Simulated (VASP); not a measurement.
# TaN (P6_3mc) in VASP: notebook, part 2 of 2

VASP 6.6.1.

### 3 Electric field gradients, PBE

This run uses another cell than the first one, of 9.95 Å³/atom, 0.943 times its volume.

File INCAR:

```
SYSTEM = TaN
ALGO     = Normal         ! electronic algorithm
EDIFF    = 1E-8           ! SCF threshold, eV
ENCUT    = 520            ! plane-wave cutoff, eV
GGA      = PE             ! functional
ISIF     = 2              ! what is computed and relaxed
ISMEAR   = -1             ! smearing method
LASPH    = .True.         ! aspherical terms in the spheres
LCHARG   = .False.        ! write CHGCAR
LEFG     = .True.       
LREAL    = .False.        ! projectors in reciprocal space
LWAVE    = .False.        ! write WAVECAR
NBANDS   = 24             ! bands
NELM     = 80             ! most SCF steps
PREC     = Accurate       ! precision mode
SIGMA    = 0.01           ! smearing width, eV
```

File KPOINTS:

```
k-points
0
Gamma
  9 9 5
  0 0 0
```

File POSCAR:

```
TaN
1.0
    3.0500010905      0.0000000000      0.0000000000
   -1.5250005453      2.6413784260      0.0000000000
    0.0000000000      0.0000000000      4.9400000000
Ta N
2 2
Direct
    0.3333333333      0.6666666667      0.0000000000
    0.6666666667      0.3333333333      0.5000000000
    0.3333333333      0.6666666667      0.3850000000
    0.6666666667      0.3333333333      0.8850000000
```

Potentials or basis: VASP PAW PBE potentials, release 64 (Ta_pv, N).

The run is started by

```
cat potpaw_PBE.64/Ta_pv/POTCAR potpaw_PBE.64/N/POTCAR > POTCAR
mpirun -np 1 vasp_std > vasp.out
```

OUTCAR:

```text
SYSTEM = TaN
   EDIFF = 1E-8
   ENCUT = 520
   GGA = PE
   ISIF = 2
   ISMEAR = -1
   LASPH = .True.
   LREAL = .False.
   NELM = 80
   PREC = Accurate

 ion  position               nearest neighbor table
   1  0.333  0.667  0.000-   4 1.85   4 1.85   4 1.85   3 1.90   2 3.03   2 3.03   2 3.03   2 3.03
                             2 3.03   2 3.03
   2  0.667  0.333  0.500-   3 1.85   3 1.85   3 1.85   4 1.90   1 3.03   1 3.03   1 3.03   1 3.03
                             1 3.03   1 3.03
   3  0.333  0.667  0.385-   2 1.85   2 1.85   2 1.85   1 1.90
   4  0.667  0.333  0.885-   1 1.85   1 1.85   1 1.85   2 1.90

  LATTYP: Found a hexagonal cell.
 ALAT       =     3.0500010905
 C/A-ratio  =     1.6196715520

  Lattice vectors:
[... 879 lines left out ...]
---------------------------------------------------------------------
   1     -61.757   -61.758   123.515    -0.000    -0.000     0.000
   2     -61.757   -61.758   123.515    -0.000     0.000    -0.000
   3      -5.417    -5.416    10.833     0.001     0.000    -0.000
   4      -5.417    -5.416    10.833     0.001    -0.000     0.000
---------------------------------------------------------------------

 Electric field gradients after diagonalization (V/A^2)
 (convention: |V_zz| > |V_xx| > |V_yy|)
----------------------------------------------------------------------
 ion       V_xx      V_yy      V_zz     asymmetry (V_yy - V_xx)/ V_zz
----------------------------------------------------------------------
   1     -61.758   -61.757   123.515       0.000
   2     -61.758   -61.757   123.515       0.000
   3      -5.418    -5.416    10.833       0.000
   4      -5.418    -5.416    10.833       0.000
----------------------------------------------------------------------

           NMR quadrupolar parameters

 Cq : quadrupolar parameter    Cq=e*Q*V_zz/h
 eta: asymmetry parameters     (V_yy - V_xx)/ V_zz
 Q  : nuclear electric quadrupole moment in mb (millibarn)
----------------------------------------------------------------------
 ion       Cq(MHz)       eta       Q (mb)
----------------------------------------------------------------------
   1       0.299       0.000       1.000
   2       0.299       0.000       1.000
   3       0.026       0.000       1.000
   4       0.026       0.000       1.000
----------------------------------------------------------------------
```

OSZICAR:

```text
N       E                     dE             d eps       ncg     rms          rms(c)
DAV:   1     0.290385809557E+03    0.29039E+03   -0.17770E+04  1728   0.144E+03
DAV:   2    -0.307661490937E+02   -0.32115E+03   -0.30677E+03  2112   0.427E+02
DAV:   3    -0.447872226270E+02   -0.14021E+02   -0.13891E+02  2168   0.893E+01
DAV:   4    -0.449076111633E+02   -0.12039E+00   -0.12031E+00  1944   0.889E+00
DAV:   5    -0.449088373365E+02   -0.12262E-02   -0.12260E-02  2176   0.783E-01    0.600E+01
DAV:   6    -0.377559866786E+02    0.71529E+01   -0.23944E+01  2016   0.383E+01    0.254E+01
DAV:   7    -0.376964738152E+02    0.59513E-01   -0.93225E-01  1824   0.777E+00    0.136E+01
DAV:   8    -0.376628247080E+02    0.33649E-01   -0.47105E-02  2136   0.157E+00    0.160E+00
DAV:   9    -0.376586425012E+02    0.41822E-02   -0.11070E-02  2048   0.775E-01    0.136E-01
DAV:  10    -0.376587126261E+02   -0.70125E-04   -0.53650E-04  2072   0.187E-01    0.275E-02
DAV:  11    -0.376587104808E+02    0.21453E-05   -0.10841E-05  2072   0.264E-02    0.121E-02
DAV:  12    -0.376587102254E+02    0.25538E-06   -0.14702E-06  2080   0.110E-02    0.395E-03
DAV:  13    -0.376587099765E+02    0.24886E-06   -0.28294E-07  1984   0.428E-03    0.183E-03
DAV:  14    -0.376587099775E+02   -0.99953E-09   -0.16310E-08  1256   0.114E-03
   1 F= -.37658710E+02 E0= -.37658190E+02  d E =-.104049E-02
```

Run time: 28 s. Hardware: 1 thread of Intel Xeon 6975P-C, shared host; peak memory 0.18 GiB.

What came out:

| Property | Result |
| --- | --- |
| Free energy | -37.6587 eV |
| Pressure | 140.4 GPa |
| Largest force | 2.359 eV/Å |
| Band gap on the k mesh | zero (band 16 reaches 10.35 eV, above the bottom of band 17 at 8.14 eV) |

Forces on the atoms (eV/Å):
```
Ta   0.000  0.000  2.359
Ta   0.000  0.000  2.359
N    0.000  0.000 -2.359
N    0.000  0.000 -2.359
```

Levels at points of the mesh, in eV from the Fermi level:
```csv
k point,band 12,band 13,band 14,band 15,band 16,band 17,band 18,band 19,band 20,band 21
"(0.00, 0.00, 0.00)",-7.92,-7.92,-7.59,-0.86,-0.86,-0.38,2.12,2.64,2.64,4.53
```

Electric field gradients, principal values (V/Å²):
```csv
atom,least,middle,greatest (by size)
1 Ta,-61.757,-61.758,123.515
2 Ta,-61.757,-61.758,123.515
3 N,-5.416,-5.418,10.833
4 N,-5.416,-5.418,10.833
```

Caveat: without QUAD_EFG the Cq values of the log hold for a quadrupole moment of 1 mb, not for the nuclei; spin-orbit coupling is left out, which moves the levels of the heavy elements; forces of over 1 eV/Å act on the atoms, so gaps and moduli don't describe the material at rest.

### 4 Density of states, PBE

This run uses another cell than the first one, of 9.95 Å³/atom, 0.943 times its volume.

POSCAR is that of step 3.

File INCAR.step1:

```
PREC     = Accurate       # precision mode
ENCUT    = 520            # plane-wave cutoff, eV
EDIFF    = 1E-7           # SCF threshold, eV
ISMEAR   = -1             # smearing method
SIGMA    = 0.01           # smearing width, eV
LREAL    = False          # projectors in reciprocal space
LASPH    = True           # aspherical terms in the spheres
NELM     = 60             # most SCF steps
ALGO     = Normal         # electronic algorithm
ISIF     = 2              # what is computed and relaxed
LWAVE    = False          # write WAVECAR
LCHARG   = True           # write CHGCAR
LMAXMIX  = 4              # l up to which the mixer works
GGA      = PE             # functional
NBANDS   = 24             # bands
```

File KPOINTS.step1:

```
Automatic mesh
0
Gamma
  9 9 5
```

File INCAR.step2:

```
PREC     = Accurate       # precision mode
ENCUT    = 520            # plane-wave cutoff, eV
EDIFF    = 1E-7           # SCF threshold, eV
ISMEAR   = -5             # smearing method
SIGMA    = 0.01           # smearing width, eV
LREAL    = False          # projectors in reciprocal space
LASPH    = True           # aspherical terms in the spheres
NELM     = 60             # most SCF steps
ALGO     = Normal         # electronic algorithm
ISIF     = 2              # what is computed and relaxed
LWAVE    = False          # write WAVECAR
LCHARG   = False          # write CHGCAR
LMAXMIX  = 4              # l up to which the mixer works
GGA      = PE             # functional
LORBIT   = 11             # projections on sites
NEDOS    = 2001           # points of the DOS
ICHARG   = 11             # starting density
```

File KPOINTS.step2:

```
Automatic mesh
0
Gamma
  14 14 8
```

The run is started by

```
cat potpaw_PBE.64/Ta_pv/POTCAR potpaw_PBE.64/N/POTCAR > POTCAR
cp INCAR.step1 INCAR
cp KPOINTS.step1 KPOINTS
mpirun -np 1 vasp_std > vasp.out
cp INCAR.step2 INCAR
cp KPOINTS.step2 KPOINTS
mpirun -np 1 vasp_std > vasp.out
```

It took 73 s on 1 thread of Intel Xeon 6975P-C, shared host; peak memory 0.22 GiB.

The run converged. Its results:

- Valence electrons inside the program's atomic spheres: Ta 9.81; N 4.05

Levels at points of the mesh, in eV from the Fermi level:
| k point | band 13 | band 14 | band 15 | band 16 | band 17 | band 18 | band 19 | band 20 |
| --- | --- | --- | --- | --- | --- | --- | --- | --- |
| (0.00, 0.00, 0.00) | -7.87 | -7.54 | -0.81 | -0.81 | -0.34 | 2.16 | 2.69 | 2.69 |
| (0.50, 0.00, 0.00) | -6.17 | -5.21 | -2.43 | -1.03 | 0.45 | 1.45 | 2.04 | 3.79 |
| (0.00, 0.00, 0.50) | -8.45 | -8.45 | 1.22 | 1.22 | 1.22 | 1.22 | 1.88 | 1.88 |
| (0.50, 0.00, 0.50) | -6.50 | -6.50 | -0.45 | -0.45 | 2.17 | 2.17 | 2.29 | 2.29 |

Caveat: spin-orbit coupling is left out, which moves the levels of the heavy elements; tetrahedron occupations give inexact forces and stress in metals.

### 5 Overview

```csv
task,cell,k mesh for the DOS,occupations for the DOS,gap on the mesh (eV),pressure (GPa),largest force (eV/Å)
electric field gradients,"a = 3.142, b = 3.142, c = 4.940 Å, angles 90.0, 90.0, 120.0°, 4 atoms",-,-,none,99.3,0.76
electric field gradients,"a = 3.050, b = 3.050, c = 4.940 Å, angles 90.0, 90.0, 120.0°, 4 atoms",-,-,none,140.4,2.36
density of states,"a = 3.050, b = 3.050, c = 4.940 Å, angles 90.0, 90.0, 120.0°, 4 atoms",14 × 14 × 8,tetrahedron,-,-,-
```

Alike in all rows: level PBE; potentials or basis VASP PAW PBE potentials, release 64 (Ta_pv, N); no spin polarisation; k mesh 9 × 9 × 5; cutoff (eV) 520; smearing fermi-dirac 0.01 eV.

Caveats: spin-orbit coupling is left out, which moves the levels of the heavy elements; forces of over 1 eV/Å act on the atoms, so gaps and moduli don't describe the material at rest (some runs); tetrahedron occupations give inexact forces and stress in metals (some runs).

Absolute energies hang on the potentials; compare differences alone.
